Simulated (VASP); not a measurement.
# SiGe (P6_3mc) in VASP: further runs

Runs on SiGe. Level: r2SCAN. Tasks: single point.

All numbers are computed with VASP 6.6.1; they aren't measurements. Logs are shortened: lines on timing, memory, paths and dates and some standing lists are left out, and cuts for length are marked.

## (1) The cell of the first run

The structure is hexagonal, space group P6_3mc (No. 186). Conventional cell: a = 3.904 Å, b = 3.904 Å, c = 6.454 Å, α = 90.00°, β = 90.00°, γ = 120.00°. Si (site symmetry 3m) has 4 Ge at 2.40 to 2.41 Å within 3.2 Å. Within 3.2 Å of Ge (site symmetry 3m) lie 4 Si at 2.40 to 2.41 Å.

## (2) Single point, r2SCAN

The input, POSCAR:

```
SiGe
1.0
    3.9043776430      0.0000000000      0.0000000000
   -1.9521888215      3.3812902248      0.0000000000
    0.0000000000      0.0000000000      6.4536796672
Si Ge
2 2
Direct
    0.6666666667      0.3333333333      0.8744661518
    0.3333333333      0.6666666667      0.3744661518
    0.6666666667      0.3333333333      0.5005328482
    0.3333333333      0.6666666667      0.0005328482
```

The input, INCAR.step1:

```
SYSTEM = SiGe
PREC     = Accurate       ! precision mode
ENCUT    = 520            ! plane-wave cutoff, eV
ISMEAR   = 0              ! smearing method
SIGMA    = 0.02           ! smearing width, eV
LREAL    = .FALSE.        ! projectors in reciprocal space
LASPH    = .TRUE.         ! aspherical terms in the spheres
NELM     = 60             ! most SCF steps
NBANDS   = 26             ! bands
GGA      = PE             ! functional
ALGO     = Normal         ! electronic algorithm
EDIFF    = 1E-4           ! SCF threshold, eV
LWAVE    = .TRUE.         ! write WAVECAR
LCHARG   = .FALSE.        ! write CHGCAR
```

The input, INCAR.step2:

```
SYSTEM = SiGe
PREC     = Accurate       ! precision mode
ENCUT    = 520            ! plane-wave cutoff, eV
EDIFF    = 1E-7           ! SCF threshold, eV
ISMEAR   = 0              ! smearing method
SIGMA    = 0.02           ! smearing width, eV
LREAL    = .FALSE.        ! projectors in reciprocal space
LASPH    = .TRUE.         ! aspherical terms in the spheres
NELM     = 60             ! most SCF steps
ALGO     = Normal         ! electronic algorithm
ISIF     = 2              ! what is computed and relaxed
LWAVE    = .FALSE.        ! write WAVECAR
LCHARG   = .FALSE.        ! write CHGCAR
METAGGA  = R2SCAN         ! meta-GGA
LMIXTAU  = .TRUE.       
NBANDS   = 26             ! bands
ISTART   = 1
```

The input, KPOINTS:

```
regular mesh
0
G
  12 12 4
  0 0 0
```

Potentials or basis: VASP PAW PBE potentials, release 64 (Si, Ge_d).

Command:

```console
> cat potpaw_PBE.64/Si/POTCAR potpaw_PBE.64/Ge_d/POTCAR > POTCAR
> cp INCAR.step1 INCAR
> mpirun -np 1 vasp_std > vasp.out
> cp INCAR.step2 INCAR
> mpirun -np 1 vasp_std > vasp.out
```

OUTCAR:

```text
SYSTEM = SiGe
   PREC = Accurate
   ENCUT = 520
   EDIFF = 1E-7
   ISMEAR = 0
   LREAL = .FALSE.
   LASPH = .TRUE.
   NELM = 60
   ISIF = 2
   METAGGA = R2SCAN
   ISTART = 1

 ion  position               nearest neighbor table
   1  0.667  0.333  0.874-   4 2.40   4 2.40   4 2.40   3 2.41
   2  0.333  0.667  0.374-   3 2.40   3 2.40   3 2.40   4 2.41
   3  0.667  0.333  0.501-   2 2.40   2 2.40   2 2.40   1 2.41
   4  0.333  0.667  0.001-   1 2.40   1 2.40   1 2.40   2 2.41

  LATTYP: Found a hexagonal cell.
 ALAT       =     3.9043776430
 C/A-ratio  =     1.6529342849

  Lattice vectors:

 A1 = (   3.9043776430,   0.0000000000,   0.0000000000)
 A2 = (  -1.9521888215,   3.3812902248,   0.0000000000)
 A3 = (   0.0000000000,   0.0000000000,   6.4536796672)

Analysis of symmetry for initial positions (statically):
=====================================================================
 Subroutine PRICEL returns:
 Original cell was already a primitive cell.

 Routine SETGRP: Setting up the symmetry group for a
 hexagonal supercell.

 Subroutine GETGRP returns: Found 12 space group operations
 (whereof  6 operations were pure point group operations)
 out of a pool of 24 trial point group operations.

The static configuration has the point symmetry C_3v.
 The point group associated with its full space group is C_6v.

Analysis of symmetry for dynamics (positions and initial velocities):
=====================================================================
 Subroutine PRICEL returns:
 Original cell was already a primitive cell.

 Routine SETGRP: Setting up the symmetry group for a
 hexagonal supercell.

 Subroutine GETGRP returns: Found 12 space group operations
 (whereof  6 operations were pure point group operations)
 out of a pool of 24 trial point group operations.

The dynamic configuration has the point symmetry C_3v.
 The point group associated with its full space group is C_6v.

 Subroutine INISYM returns: Found 12 space group operations
 (whereof  6 operations are pure point group operations),
 and found     1 'primitive' translations

----------------------------------------------------------------------------------------

                                     Primitive cell

  volume of cell :      85.2004

  direct lattice vectors                    reciprocal lattice vectors
     3.904377643  0.000000000  0.000000000     0.256122766  0.147872548  0.000000000
    -1.952188822  3.381290225  0.000000000     0.000000000  0.295745095  0.000000000
     0.000000000  0.000000000  6.453679667     0.000000000  0.000000000  0.154950362

  length of vectors
     3.904377643  3.904377643  6.453679667     0.295745095  0.295745095  0.154950362

  position of ions in fractional coordinates (direct lattice)
     0.666666667  0.333333333  0.874466152
     0.333333333  0.666666667  0.374466152
     0.666666667  0.333333333  0.500532848
     0.333333333  0.666666667  0.000532848

  ion indices of the primitive-cell ions
   primitive index   ion index
                 1           1
                 2           2
                 3           3
                 4           4

----------------------------------------------------------------------------------------

 KPOINTS: regular mesh

Automatic generation of k-mesh.
 Grid dimensions read from file:
 generate k-points for:   12   12    4

 Generating k-lattice:

  Cartesian coordinates                     Fractional coordinates (reciprocal lattice)
     0.021343564  0.012322712  0.000000000     0.083333333  0.000000000  0.000000000
     0.000000000  0.024645425  0.000000000     0.000000000  0.083333333  0.000000000
     0.000000000  0.000000000  0.038737590     0.000000000  0.000000000  0.250000000

  Length of vectors
     0.024645425  0.024645425  0.038737590

  Shift w.r.t. Gamma in fractional coordinates (k-lattice)
     0.000000000  0.000000000  0.000000000

 Subroutine IBZKPT returns following result:
 ===========================================

 Found     57 irreducible k-points:

 Following reciprocal coordinates:
            Coordinates               Weight
  0.000000  0.000000  0.000000      1.000000
  0.083333 -0.000000  0.000000      6.000000
  0.166667 -0.000000  0.000000      6.000000
  0.250000 -0.000000  0.000000      6.000000
  0.333333 -0.000000  0.000000      6.000000
  0.416667 -0.000000  0.000000      6.000000
[... 16 lines left out ...]
  0.250000 -0.000000  0.250000     12.000000
  0.333333 -0.000000  0.250000     12.000000
 [... further k-points ...]
   k-points           NKPTS =     57   k-points in BZ     NKDIM =     57   number of bands    NBANDS=     26
   number of dos      NEDOS =    301   number of ions     NIONS =      4
   total plane-waves  NPLWV =  43200
   dimension x,y,z NGX =    30 NGY =   30 NGZ =   48
   dimension x,y,z NGXF=    60 NGYF=   60 NGZF=   96
   ions per type =               2   2
   NGX,Y,Z   is equivalent  to a cutoff of  12.77, 12.77, 12.36 a.u.
   NGXF,Y,Z  is equivalent  to a cutoff of  25.55, 25.55, 24.73 a.u.
 SYSTEM =  SiGe
   PREC   = accura    normal or accurate (medium, high low for compatibility)
   ISTART =      1    job   : 0-new  1-cont  2-samecut
   ICHARG =      0    charge: 1-file 2-atom 10-const
   ISPIN  =      1    spin polarized calculation?
   LNONCOLLINEAR =      F non collinear calculations
   LSORBIT =      F    spin-orbit coupling
   LASPH  =      T    aspherical Exc in radial PAW
   ENCUT  =  520.0 eV  38.22 Ry    6.18 a.u.   7.26  7.26 12.00*2*pi/ulx,y,z
   NELM   =     60;   NELMIN=  2; NELMDL=  0     # of ELM steps
   EDIFF  = 0.1E-06   stopping-criterion for ELM
   LREAL  =      F    real-space projection
   EDIFFG = 0.1E-05   stopping-criterion for IOM
   NSW    =      0    number of steps for IOM
   IBRION =     -1    ionic relax: 0-MD 1-quasi-New 2-CG
   NFREE  =      0    steps in history (QN), initial steepest desc. (CG)
   ISIF   =      2    stress and relaxation
   ISYM   =      2    0-nonsym 1-usesym 2-fastsym
   POTIM  = 0.5000    time-step for ionic-motion
   TEBEG  =    0.0;   TEEND  =   0.0 temperature during run
   PSTRESS=    0.0 pullay stress
   NELECT =      36.0000    total number of electrons
   NUPDOWN=      -1.0000    fix difference up-down
   EMIN   =  10.00;   EMAX   =-10.00  energy-range for DOS
   EFERMI =   0.00;   METHOD = LEGACY
   ISMEAR =     0;   SIGMA  =   0.02  broadening in eV -4-tet -1-fermi 0-gaus
   EFERMI_NEDOS =   21; number of points for ismear=-14 and -15
   IALGO  =     38    algorithm
   IMIX   =      4    mixing-type and parameters
     AMIX     =   0.40;   BMIX     =  1.00
     AMIX_MAG =   1.60;   BMIX_MAG =  1.00
  volume/ion in A,a.u.               =      21.30       143.74
  Fermi-wavevector in a.u.,A,eV,Ry     =   1.228462  2.321457 20.532813  1.509119
  Thomas-Fermi vector in A             =   2.363387
   LORBIT       =      0    0 simple, 1 ext, 2 COOP (PROOUT), +10 PAW based schemes
   METAGGA = R2SCAN    functional components
   LHFCALC =     F    Hartree Fock is set to
   AEXX    =    0.0000 exact exchange contribution
   IVDW    =     0    specifies the selected vdW correction
   LEPSILON=     F    determine dielectric tensor
   LRPA    =     F    only Hartree local field effects (RPA)
 non-spin polarized calculation
 Gauss-broadening in eV      SIGMA  =   0.02
  energy-cutoff  :      520.00
  volume of cell :       85.20
 maximum number of plane-waves:      2316
 NGX is ok and might be reduce to    30
   NGX = 15   NGY = 15   NGZ = 23

 number of electron      35.9999968 magnetization

 Free energy of the ion-electron system (eV)
  ---------------------------------------------------
  ext. energy  EPLUGINS =         0.00000000
  ---------------------------------------------------
  free energy    TOTEN  =       -45.17593638 eV

  energy without entropy =      -45.17593638  energy(sigma->0) =      -45.17593638

 E-fermi :   5.6518     XC(G=0): -10.3740

 val. band max:        5.4769336916   @ k =   0.0000   0.0000   0.0000
 cond. band min:       6.1382993809   @ k =   0.5000  -0.0000   0.0000
 fundamental gap:      0.6613656893
 Fermi energy:         5.6518482646

 k-point     1 :       0.0000    0.0000    0.0000
  band No.  band energies     occupation
      1     -19.7518      2.00000
      2     -19.7518      2.00000
      3     -19.7484      2.00000
      4     -19.7484      2.00000
      5     -19.7452      2.00000
      6     -19.7452      2.00000
[... 18 lines left out ...]
     25      10.0582      0.00000
     26      12.4370      0.00000

 k-point     2 :       0.0833   -0.0000    0.0000
  band No.  band energies     occupation
      1     -19.7519      2.00000
      2     -19.7514      2.00000
      3     -19.7486      2.00000
      4     -19.7480      2.00000
      5     -19.7450      2.00000
      6     -19.7447      2.00000
[... 18 lines left out ...]
     25      10.3891      0.00000
     26      11.8592      0.00000

 k-point     3 :       0.1667   -0.0000    0.0000
  band No.  band energies     occupation
      1     -19.7525      2.00000
      2     -19.7503      2.00000
      3     -19.7488      2.00000
      4     -19.7469      2.00000
      5     -19.7441      2.00000
      6     -19.7434      2.00000
[... 18 lines left out ...]
     25      11.1074      0.00000
     26      11.2548      0.00000

 k-point     4 :       0.2500   -0.0000    0.0000
  band No.  band energies     occupation
      1     -19.7536      2.00000
      2     -19.7497      2.00000
      3     -19.7485      2.00000
      4     -19.7455      2.00000
      5     -19.7425      2.00000
      6     -19.7416      2.00000
[... 18 lines left out ...]
     25      12.4317      0.00000
     26      12.5324      0.00000
[... 496 lines left out ...]
      1     -19.7524      2.00000
      2     -19.7512      2.00000
      3     -19.7476      2.00000
      4     -19.7464      2.00000
      5     -19.7446      2.00000
      6     -19.7439      2.00000
[... 18 lines left out ...]
     25      10.7918      0.00000
     26      12.0369      0.00000

 k-point    23 :       0.2500   -0.0000    0.2500
  band No.  band energies     occupation
      1     -19.7534      2.00000
      2     -19.7513      2.00000
      3     -19.7467      2.00000
      4     -19.7449      2.00000
      5     -19.7431      2.00000
      6     -19.7421      2.00000
[... 18 lines left out ...]
     25      11.9036      0.00000
     26      12.1092      0.00000

 k-point    24 :       0.3333   -0.0000    0.2500
  band No.  band energies     occupation
      1     -19.7545      2.00000
      2     -19.7518      2.00000
      3     -19.7454      2.00000
      4     -19.7436      2.00000
      5     -19.7416      2.00000
      6     -19.7405      2.00000
[... 18 lines left out ...]
     25      13.0247      0.00000
     26      13.2272      0.00000

 [... further k-points ...]

------------------------ aborting loop because EDIFF is reached ----------------------------------------

  FORCE on cell =-STRESS in cart. coord.  units (eV):
  Direction    XX          YY          ZZ          XY          YZ          ZX
  --------------------------------------------------------------------------------------
  -------------------------------------------------------------------------------------
  Total       -0.0326112     -0.0326112     -0.0203347      0.0000000      0.0000000      0.0000000
  in kB       -0.6132466     -0.6132466     -0.3823908      0.0000000      0.0000000      0.0000000
  external PRESSURE =      -0.5362947 kB  Pullay stress =       0.0000000 kB

 VOLUME and BASIS-vectors are now :
 -----------------------------------------------------------------------------
  energy-cutoff  :      520.00
  volume of cell :       85.20
      direct lattice vectors                 reciprocal lattice vectors
     3.904377643  0.000000000  0.000000000     0.256122766  0.147872548  0.000000000
    -1.952188822  3.381290225  0.000000000     0.000000000  0.295745095  0.000000000
     0.000000000  0.000000000  6.453679667     0.000000000  0.000000000  0.154950362

 POSITION                                       TOTAL-FORCE (eV/Angst)
 -----------------------------------------------------------------------------------
      1.95219      1.12710      5.64352         0.000000     -0.000000     -0.003253
     -0.00000      2.25419      2.41668        -0.000000      0.000000     -0.003253
      1.95219      1.12710      3.23028         0.000000     -0.000000      0.003253
     -0.00000      2.25419      0.00344        -0.000000      0.000000      0.003253
 -----------------------------------------------------------------------------------
    total drift:                               -0.000000     -0.000000      0.018388

  FREE ENERGIE OF THE ION-ELECTRON SYSTEM (eV)
  ---------------------------------------------------
  free  energy   TOTEN  =       -45.1759363759 eV

  energy  without entropy=      -45.1759363759  energy(sigma->0) =      -45.17593638
```

Wall time 15 min (1 thread of Intel Xeon 8259CL, shared host); peak memory 0.28 GiB.

What came out:

```yaml
Free_energy: -45.1759 eV
Pressure: -0.1 GPa
Largest_force: 0.003 eV/Å
Band_gap_on_the_k_mesh: 0.66 eV (least direct gap 0.78 eV)
```

Forces in eV/Å, atoms in the order of the input:
```
Si   0.000  0.000 -0.003
Si   0.000  0.000 -0.003
Ge   0.000  0.000  0.003
Ge   0.000  0.000  0.003
```

Caveat: semilocal functionals underestimate gaps, and a narrow one can read as zero; the PAW data sets were made with another functional, which shifts forces and pressure a little. A k mesh can miss the band edges.

(Continued in part 2 of 2.)
